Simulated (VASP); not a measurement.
# NdGaO2 (P6/mmm) in VASP: notebook, part 2 of 2

VASP 6.6.1.

## Step 3: Single point, PBE

This run uses another cell than the first one, of 18.27 Å³/atom.

Input file INCAR:

```
PREC = Accurate ; ENCUT = 600
EDIFF = 1E-6 ; ISMEAR = 0
SIGMA = 0.1 ; LREAL = F
LASPH = T ; NELM = 200
ALGO = Normal ; ISIF = 2
LWAVE = F ; LCHARG = F
GGA = PE ; NBANDS = 26
GGA_COMPAT = F ; LMAXMIX = 6
```

Input file KPOINTS:

```
Automatic mesh
0
Gamma
  6 6 4
```

Input file POSCAR:

```
NdGaO2
1.0
    3.8437478100      0.0000000000      0.0000000000
   -1.9218739000      3.3287832500      0.0000000000
    0.0000000000      0.0000000000      5.7129537800
Nd Ga O
1 1 2
Direct
    0.0000000000      0.0000000000      0.5000000000
    0.0000000000      0.0000000000      0.0000000000
    0.3333333300      0.6666666700      0.0000000000
    0.6666666700      0.3333333300      0.0000000000
```

Potentials or basis: VASP PAW PBE potentials, release 64 (Nd_3, Ga_d, O), 4f in core.

Command:

```bash
$ cat potpaw_PBE.64/Nd_3/POTCAR potpaw_PBE.64/Ga_d/POTCAR potpaw_PBE.64/O/POTCAR > POTCAR
$ mpirun -np 1 vasp_std > vasp.out
```

OUTCAR:

```text
PREC = Accurate
   ENCUT = 600
   EDIFF = 1E-6
   ISMEAR = 0
   LREAL = F
   LASPH = T
   NELM = 200
   ISIF = 2
   GGA = PE

 ion  position               nearest neighbor table
   1  0.000  0.000  0.500-   2 2.86   2 2.86
   2  0.000  0.000  0.000-   3 2.22   4 2.22   3 2.22   4 2.22   4 2.22   3 2.22   1 2.86   1 2.86

   3  0.333  0.667  0.000-   2 2.22   2 2.22   2 2.22
   4  0.667  0.333  0.000-   2 2.22   2 2.22   2 2.22

  LATTYP: Found a hexagonal cell.
 ALAT       =     3.8437478100
 C/A-ratio  =     1.4862977652

  Lattice vectors:

 A1 = (   3.8437478100,   0.0000000000,   0.0000000000)
 A2 = (  -1.9218739000,   3.3287832500,   0.0000000000)
 A3 = (   0.0000000000,   0.0000000000,   5.7129537800)

Analysis of symmetry for initial positions (statically):
=====================================================================
 Subroutine PRICEL returns:
 Original cell was already a primitive cell.

 Routine SETGRP: Setting up the symmetry group for a
 hexagonal supercell.

 Subroutine GETGRP returns: Found 24 space group operations
 (whereof 24 operations were pure point group operations)
 out of a pool of 24 trial point group operations.

The static configuration has the point symmetry D_6h.

Analysis of symmetry for dynamics (positions and initial velocities):
=====================================================================
 Subroutine PRICEL returns:
 Original cell was already a primitive cell.

 Routine SETGRP: Setting up the symmetry group for a
 hexagonal supercell.

 Subroutine GETGRP returns: Found 24 space group operations
 (whereof 24 operations were pure point group operations)
 out of a pool of 24 trial point group operations.

The dynamic configuration has the point symmetry D_6h.

 Subroutine INISYM returns: Found 24 space group operations
 (whereof 24 operations are pure point group operations),
 and found     1 'primitive' translations

----------------------------------------------------------------------------------------

                                     Primitive cell

  volume of cell :      73.0973

  direct lattice vectors                    reciprocal lattice vectors
     3.843747810  0.000000000  0.000000000     0.260162750  0.150205033  0.000000000
    -1.921873900  3.328783250  0.000000000     0.000000000  0.300410067  0.000000000
     0.000000000  0.000000000  5.712953780     0.000000000  0.000000000  0.175040800

  length of vectors
     3.843747810  3.843747808  5.712953780     0.300410067  0.300410067  0.175040800

  position of ions in fractional coordinates (direct lattice)
     0.000000000  0.000000000  0.500000000
     0.000000000  0.000000000  0.000000000
     0.333333330  0.666666670  0.000000000
     0.666666670  0.333333330  0.000000000

  ion indices of the primitive-cell ions
   primitive index   ion index
                 1           1
                 2           2
                 3           3
                 4           4

----------------------------------------------------------------------------------------

 KPOINTS: Automatic mesh

Automatic generation of k-mesh.
 Grid dimensions read from file:
 generate k-points for:    6    6    4

 Generating k-lattice:

  Cartesian coordinates                     Fractional coordinates (reciprocal lattice)
     0.043360458  0.025034172  0.000000000     0.166666667 -0.000000000  0.000000000
     0.000000000  0.050068345  0.000000000     0.000000000  0.166666667  0.000000000
     0.000000000  0.000000000  0.043760200     0.000000000  0.000000000  0.250000000

  Length of vectors
     0.050068345  0.050068345  0.043760200

  Shift w.r.t. Gamma in fractional coordinates (k-lattice)
     0.000000000  0.000000000  0.000000000

 Subroutine IBZKPT returns following result:
 ===========================================

 Found     21 irreducible k-points:

 Following reciprocal coordinates:
            Coordinates               Weight
  0.000000  0.000000  0.000000      1.000000
  0.166667  0.000000  0.000000      6.000000
  0.333333  0.000000  0.000000      6.000000
  0.500000  0.000000  0.000000      3.000000
  0.166667  0.166667  0.000000      6.000000
  0.333333  0.166667  0.000000     12.000000
[... 13 lines left out ...]
  0.333333  0.166667  0.500000     12.000000
  0.333333  0.333333  0.500000      2.000000
   k-points           NKPTS =     21   k-points in BZ     NKDIM =     21   number of bands    NBANDS=     26
   number of dos      NEDOS =    301   number of ions     NIONS =      4
   total plane-waves  NPLWV =  49152
   dimension x,y,z NGX =    32 NGY =   32 NGZ =   48
   dimension x,y,z NGXF=    64 NGYF=   64 NGZF=   96
   ions per type =               1   1   2
   NGX,Y,Z   is equivalent  to a cutoff of  13.84, 13.84, 13.97 a.u.
   NGXF,Y,Z  is equivalent  to a cutoff of  27.68, 27.68, 27.94 a.u.
 SYSTEM =  unknown system
   PREC   = accura    normal or accurate (medium, high low for compatibility)
   ISTART =      0    job   : 0-new  1-cont  2-samecut
   ICHARG =      2    charge: 1-file 2-atom 10-const
   ISPIN  =      1    spin polarized calculation?
   LNONCOLLINEAR =      F non collinear calculations
   LSORBIT =      F    spin-orbit coupling
   LASPH  =      T    aspherical Exc in radial PAW
   ENCUT  =  600.0 eV  44.10 Ry    6.64 a.u.   7.68  7.68 11.41*2*pi/ulx,y,z
   NELM   =    200;   NELMIN=  2; NELMDL= -5     # of ELM steps
   EDIFF  = 0.1E-05   stopping-criterion for ELM
   LREAL  =      F    real-space projection
   EDIFFG = 0.1E-04   stopping-criterion for IOM
   NSW    =      0    number of steps for IOM
   IBRION =     -1    ionic relax: 0-MD 1-quasi-New 2-CG
   NFREE  =      0    steps in history (QN), initial steepest desc. (CG)
   ISIF   =      2    stress and relaxation
   ISYM   =      2    0-nonsym 1-usesym 2-fastsym
   POTIM  = 0.5000    time-step for ionic-motion
   TEBEG  =    0.0;   TEEND  =   0.0 temperature during run
   PSTRESS=    0.0 pullay stress
   NELECT =      36.0000    total number of electrons
   NUPDOWN=      -1.0000    fix difference up-down
   EMIN   =  10.00;   EMAX   =-10.00  energy-range for DOS
   EFERMI =   0.00;   METHOD = LEGACY
   ISMEAR =     0;   SIGMA  =   0.10  broadening in eV -4-tet -1-fermi 0-gaus
   EFERMI_NEDOS =   21; number of points for ismear=-14 and -15
   IALGO  =     38    algorithm
   IMIX   =      4    mixing-type and parameters
     AMIX     =   0.40;   BMIX     =  1.00
     AMIX_MAG =   1.60;   BMIX_MAG =  1.00
  volume/ion in A,a.u.               =      18.27       123.32
  Fermi-wavevector in a.u.,A,eV,Ry     =   1.292832  2.443097 22.740962  1.671414
  Thomas-Fermi vector in A             =   2.424515
   LORBIT       =      0    0 simple, 1 ext, 2 COOP (PROOUT), +10 PAW based schemes
   GGA     = PE    functional components
   LHFCALC =     F    Hartree Fock is set to
   AEXX    =    0.0000 exact exchange contribution
   IVDW    =     0    specifies the selected vdW correction
   LEPSILON=     F    determine dielectric tensor
   LRPA    =     F    only Hartree local field effects (RPA)
 non-spin polarized calculation
 Gauss-broadening in eV      SIGMA  =   0.10
  energy-cutoff  :      600.00
  volume of cell :       73.10
 maximum number of plane-waves:      2470
 NGX is ok and might be reduce to    32
   NGX = 15   NGY = 15   NGZ = 23

 number of electron      36.0000006 magnetization

 Free energy of the ion-electron system (eV)
  ---------------------------------------------------
  ext. energy  EPLUGINS =         0.00000000
  ---------------------------------------------------
  free energy    TOTEN  =       -17.25759898 eV

  energy without entropy =      -17.22136861  energy(sigma->0) =      -17.23948380

 E-fermi :   3.5963     XC(G=0): -10.0559

 val. band max:        3.5892615426   @ k =   0.1667   0.0000   0.5000
 cond. band min:       3.6099060819   @ k =   0.3333   0.1667   0.2500
 fundamental gap:      0.0206445394
 Fermi energy:         3.5962851701

 k-point     1 :       0.0000    0.0000    0.0000
  band No.  band energies     occupation
      1     -35.0631      2.00000
      2     -16.2819      2.00000
      3     -15.8928      2.00000
      4     -15.8928      2.00000
      5     -15.6658      2.00000
      6     -12.1830      2.00000
[... 18 lines left out ...]
     25       9.2605      0.00000
     26      11.8402      0.00000
[... 557 lines left out ...]
      4     -16.2428      2.00000
      5     -14.1034      2.00000
      6     -14.1034      2.00000
[... 18 lines left out ...]
     25      11.2898      0.00000
     26      11.2898      0.00000

------------------------ aborting loop because EDIFF is reached ----------------------------------------

  FORCE on cell =-STRESS in cart. coord.  units (eV):
  Direction    XX          YY          ZZ          XY          YZ          ZX
  --------------------------------------------------------------------------------------
  -------------------------------------------------------------------------------------
  Total       -0.5709136     -0.5709136     -0.1735810     -0.0000000     -0.0000000     -0.0000000
  in kB      -12.5135311    -12.5135311     -3.8046227     -0.0000000     -0.0000000     -0.0000000
  external PRESSURE =      -9.6105616 kB  Pullay stress =       0.0000000 kB

 VOLUME and BASIS-vectors are now :
 -----------------------------------------------------------------------------
  energy-cutoff  :      600.00
  volume of cell :       73.10
      direct lattice vectors                 reciprocal lattice vectors
     3.843747810  0.000000000  0.000000000     0.260162750  0.150205033  0.000000000
    -1.921873900  3.328783250  0.000000000     0.000000000  0.300410067  0.000000000
     0.000000000  0.000000000  5.712953780     0.000000000  0.000000000  0.175040800

 POSITION                                       TOTAL-FORCE (eV/Angst)
 -----------------------------------------------------------------------------------
      0.00000      0.00000      2.85648        -0.000000      0.000000     -0.000000
      0.00000      0.00000      0.00000        -0.000000      0.000000     -0.000000
     -0.00000      2.21919      0.00000        -0.000000     -0.000000     -0.000000
      1.92187      1.10959      0.00000         0.000000      0.000000      0.000000
 -----------------------------------------------------------------------------------
    total drift:                               -0.000000      0.000000      0.000000

  FREE ENERGIE OF THE ION-ELECTRON SYSTEM (eV)
  ---------------------------------------------------
  free  energy   TOTEN  =       -17.2575989787 eV

  energy  without entropy=      -17.2213686121  energy(sigma->0) =      -17.23948380
```

OSZICAR:

```text
N       E                     dE             d eps       ncg     rms          rms(c)
DAV:   1     0.352720640353E+03    0.35272E+03   -0.19140E+04  1160   0.199E+03
DAV:   2     0.260747292591E+02   -0.32665E+03   -0.30820E+03  1236   0.492E+02
DAV:   3    -0.190107004799E+02   -0.45085E+02   -0.43597E+02  1510   0.140E+02
DAV:   4    -0.216677191195E+02   -0.26570E+01   -0.26361E+01  1492   0.305E+01
DAV:   5    -0.217514958065E+02   -0.83777E-01   -0.83395E-01  1504   0.457E+00    0.137E+01
DAV:   6    -0.253136329799E+02   -0.35621E+01   -0.11076E+02  1526   0.370E+01    0.239E+01
DAV:   7    -0.174739248916E+02    0.78397E+01   -0.66254E+01  1534   0.280E+01    0.408E+00
DAV:   8    -0.172839808472E+02    0.18994E+00   -0.20999E+00  1212   0.692E+00    0.214E+00
DAV:   9    -0.172606339061E+02    0.23347E-01   -0.23866E-01  1656   0.220E+00    0.130E+00
DAV:  10    -0.172855006771E+02   -0.24867E-01   -0.25104E-01  1478   0.245E+00    0.150E+00
DAV:  11    -0.172572354134E+02    0.28265E-01   -0.96038E-02  1552   0.177E+00    0.272E-01
DAV:  12    -0.172575736845E+02   -0.33827E-03   -0.53395E-03  1178   0.359E-01    0.511E-02
DAV:  13    -0.172576385272E+02   -0.64843E-04   -0.19047E-04  1538   0.108E-01    0.684E-02
DAV:  14    -0.172575998909E+02    0.38636E-04   -0.28864E-04  1554   0.641E-02    0.186E-02
DAV:  15    -0.172575989787E+02    0.91218E-06   -0.92034E-06  1196   0.156E-02
   1 F= -.17257599E+02 E0= -.17239484E+02  d E =-.362304E-01
```

It took 37 s on 1 thread of Intel Xeon Platinum 8375C at 2.90GHz (Ice Lake), shared host; peak memory 0.24 GiB.

What came out:

```yaml
Free_energy: -17.2576 eV
Pressure: -1.0 GPa
Band_gap_on_the_k_mesh: zero (bands 18 and 19 overlap by 1.43 eV)
```

Levels at points of the mesh, in eV from the Fermi level:
```tsv
k point	band 15	band 16	band 17	band 18	band 19	band 20	band 21	band 22
(0.00, 0.00, 0.00)	-3.30	-2.25	-2.25	-2.05	-1.17	1.44	1.44	3.07
(0.50, 0.00, 0.00)	-2.38	-1.52	-0.95	-0.08	0.29	1.56	2.38	2.63
(0.00, 0.00, 0.50)	-2.34	-2.34	-1.77	-1.63	-1.19	0.89	1.36	1.36
(0.50, 0.00, 0.50)	-2.97	-1.65	-0.75	-0.07	-0.04	0.53	1.84	2.59
```

Caveat: spin-orbit coupling is left out, which moves the levels of the heavy elements; the 4f electrons are frozen in the core, so they carry no moment and show no levels; the run has no spin polarisation, though such a crystal can be magnetic. Spin polarisation is off, so any magnetic state and its effect on volume and gap are missing.

## Step 4: Relaxation of cell and atoms, PBE

This run uses another cell than the first one, of 18.27 Å³/atom.

Input file INCAR:

```
ALGO = Normal
EDIFF = 1E-7
EDIFFG = -0.04
ENCUT = 600
GGA = PE
GGA_COMPAT = F
IBRION = 2
ISIF = 3
ISMEAR = 0
LASPH = T
LCHARG = F
LMAXMIX = 6
LREAL = F
LWAVE = F
NELM = 200
NELMIN = 4
NSW = 90
PREC = Accurate
SIGMA = 0.1
```

Input file KPOINTS:

```
k-points
0
Gamma
  6 6 4
```

POSCAR is that of step 3.

Command:

```bash
$ cat potpaw_PBE.64/Nd_3/POTCAR potpaw_PBE.64/Ga_d/POTCAR potpaw_PBE.64/O/POTCAR > POTCAR
$ mpirun -np 1 vasp_std > vasp.out
```

It took 68 s on 1 thread of Intel Xeon Platinum 8375C at 2.90GHz (Ice Lake), shared host; peak memory 0.24 GiB.

The run converged. Its results:

| Property | Result |
| --- | --- |
| Free energy | -17.2609 eV |
| Relaxed volume | 18.00 Å³/atom |
| Relaxed cell | a = 3.818 Å, b = 3.818 Å, c = 5.704 Å, α = 90.00°, β = 90.00°, γ = 120.00° |
| Space group after relaxing (to 0.1 Å) | P6/mmm (No. 191) |
| Energy gained by relaxing | 0.8 meV/atom |
| Ionic steps | 2 |
| Pressure after relaxing | 0.2 GPa |
| Band gap on the k mesh | zero (bands 18 and 19 overlap by 1.47 eV) |

Stress tensor (GPa, compression positive):
```
0.17 0.00 0.00
0.00 0.17 0.00
0.00 0.00 0.25
```

The path:
```
step  energy change (eV)  largest force (eV/Å)  pressure (GPa)  volume (Å³)
   1              0.0000                0.0000           -0.91        73.10
   2             -0.0033                0.0000            0.19        72.01
```

Final structure:
```yaml
crystal:
  lattice:
    - [3.81806, 0.00000, 0.00000]
    - [-1.90903, 3.30654, 0.00000]
    - [0.00000, 0.00000, 5.70372]
  atoms:
    - { symbol: Nd, position: [0.00000, 0.00000, 0.50000] }
    - { symbol: Ga, position: [0.00000, 0.00000, 0.00000] }
    - { symbol: O, position: [0.33333, 0.66667, 0.00000] }
    - { symbol: O, position: [0.66667, 0.33333, 0.00000] }
```

Levels at points of the mesh, in eV from the Fermi level:
| k point | band 14 | band 15 | band 16 | band 17 | band 18 | band 19 | band 20 | band 21 | band 22 |
| --- | --- | --- | --- | --- | --- | --- | --- | --- | --- |
| (0.00, 0.00, 0.00) | -4.19 | -3.26 | -2.31 | -2.31 | -2.07 | -1.20 | 1.45 | 1.45 | 3.12 |
| (0.50, 0.00, 0.00) | -3.60 | -2.44 | -1.55 | -0.99 | -0.08 | 0.31 | 1.54 | 2.41 | 2.69 |
| (0.00, 0.00, 0.50) | -4.18 | -2.40 | -2.40 | -1.70 | -1.66 | -1.22 | 0.90 | 1.38 | 1.38 |
| (0.50, 0.00, 0.50) | -3.29 | -3.04 | -1.68 | -0.78 | -0.07 | -0.05 | 0.49 | 1.91 | 2.62 |

Caveat: spin-orbit coupling is left out, which moves the levels of the heavy elements; the 4f electrons are frozen in the core, so they carry no moment and show no levels; the run has no spin polarisation, though such a crystal can be magnetic. Spin polarisation is off, so any magnetic state and its effect on volume and gap are missing.

## Step 5: Single point, PBE

Input file INCAR:

```
PREC = Accurate ; ENCUT = 600
EDIFF = 1E-6 ; ISMEAR = 0
SIGMA = 0.1 ; LREAL = False
LASPH = True ; NELM = 200
ALGO = Normal ; ISIF = 2
LWAVE = False ; LCHARG = True
GGA = PE ; LELF = True
LVHAR = True ; NBANDS = 26
GGA_COMPAT = False ; LMAXMIX = 6
```

Input file KPOINTS:

```
Automatic mesh
0
Gamma
  12 12 8
```

Input file POSCAR:

```
NdGaO2
1.0
    3.8160689391      0.0000000000      0.0000000000
   -1.9080344695      3.3048126438      0.0000000000
    0.0000000000      0.0000000000      5.7195221003
Nd Ga O
1 1 2
Direct
    0.0000000000      0.0000000000      0.5000000000
    0.0000000000      0.0000000000      0.0000000000
    0.3333333333      0.6666666667      0.0000000000
    0.6666666667      0.3333333333      0.0000000000
```

Command:

```bash
$ cat potpaw_PBE.64/Nd_3/POTCAR potpaw_PBE.64/Ga_d/POTCAR potpaw_PBE.64/O/POTCAR > POTCAR
$ mpirun -np 1 vasp_std > vasp.out
```

Wall time 2.7 min (1 thread of Intel Xeon Platinum 8375C at 2.90GHz (Ice Lake), shared host); peak memory 0.36 GiB.

Results (log left out):

```
Free energy            : -17.2749 eV
Pressure               : 0.2 GPa
Band gap on the k mesh : zero (bands 18 and 19 overlap by 1.52 eV)
```

Stress tensor (GPa, compression positive):
```
 0.30  0.00  0.00
 0.00  0.30  0.00
 0.00  0.00 -0.13
```

Levels at points of the mesh, in eV from the Fermi level:
```tsv
k point	band 14	band 15	band 16	band 17	band 18	band 19	band 20	band 21	band 22	band 23
(0.00, 0.00, 0.00)	-4.17	-3.26	-2.29	-2.29	-2.14	-1.17	1.37	1.37	3.06	3.06
(0.50, 0.00, 0.00)	-3.59	-2.43	-1.53	-1.08	-0.05	0.32	1.48	2.35	2.62	2.91
(0.00, 0.00, 0.50)	-4.16	-2.38	-2.38	-1.74	-1.68	-1.19	0.89	1.29	1.29	3.18
(0.50, 0.00, 0.50)	-3.28	-3.04	-1.66	-0.83	-0.08	-0.05	0.43	1.92	2.57	3.46
```

Caveat: spin-orbit coupling is left out, which moves the levels of the heavy elements; the 4f electrons are frozen in the core, so they carry no moment and show no levels; the run has no spin polarisation, though such a crystal can be magnetic. With open d or f shells a metallic result of PBE can be an artefact of self-interaction; +U or a hybrid may open a gap.

## Step 6: Overview

```csv
task,cell,k mesh,gap on the mesh (eV),pressure (GPa)
single point,"a = 3.815, b = 3.815, c = 5.713 Å, angles 90.0, 90.0, 120.0°, 4 atoms",6 × 6 × 4,none,0.2
single point,"a = 3.844, b = 3.844, c = 5.713 Å, angles 90.0, 90.0, 120.0°, 4 atoms",6 × 6 × 4,none,-1.0
relaxation of cell and atoms,"relaxed from a = 3.844, b = 3.844, c = 5.713 Å, angles 90.0, 90.0, 120.0°, 4 atoms",6 × 6 × 4,none,0.2
single point,"a = 3.816, b = 3.816, c = 5.720 Å, angles 90.0, 90.0, 120.0°, 4 atoms",12 × 12 × 8,none,0.2
```

Alike in all rows: level PBE; potentials or basis VASP PAW PBE potentials, release 64 (Nd_3, Ga_d, O), 4f in core; no spin polarisation; cutoff (eV) 600; smearing gaussian 0.1 eV.

Caveats: spin-orbit coupling is left out, which moves the levels of the heavy elements; the 4f electrons are frozen in the core, so they carry no moment and show no levels; the run has no spin polarisation, though such a crystal can be magnetic.

Absolute energies hang on the potentials; compare differences alone.

The gap in the log of VASP goes by the Fermi energy; the results here count the filled bands.